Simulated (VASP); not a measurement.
Si3N4, 21 atoms in the cell. The cell holds an amorphous packing of atoms, 21 atoms: a = 6.463 Å, b = 6.267 Å, c = 5.985 Å, α = 85.43°, β = 84.83°, γ = 85.47°. 

| Item | Value |
| --- | --- |
| Program | VASP 6.6.1 |
| Task | single point |
| Functional | PBE |
| Potentials or basis | VASP PAW PBE potentials, release 64 (Si, N) |
| Cutoff | 520 eV |
| k mesh | 1 × 1 × 1, shifted |
| Occupations | fermi-dirac, width 0.05 eV |
| Spin | no spin polarisation |
| Dipole correction | no |
| Further INCAR settings | LREAL = Auto; ALGO = Normal; EDIFF = 1e-06; NBANDS = 64; ISYM = 0 |

Potentials or basis: VASP PAW PBE potentials, release 64 (Si, N).

Launch:

```bash
$ cat potpaw_PBE.64/Si/POTCAR potpaw_PBE.64/N/POTCAR > POTCAR
$ mpirun -np 1 vasp_std > vasp.out
```

Hardware: 1 thread of AMD EPYC 9R45 96-Core Processor (Zen 5) (shared host).

Task: Estimate the wall time of this run.

Result: It took 26 s on 1 thread of AMD EPYC 9R45 96-Core Processor (Zen 5), on a shared host, peak memory 0.27 GiB. Counts: scf iterations 17, k points 1.
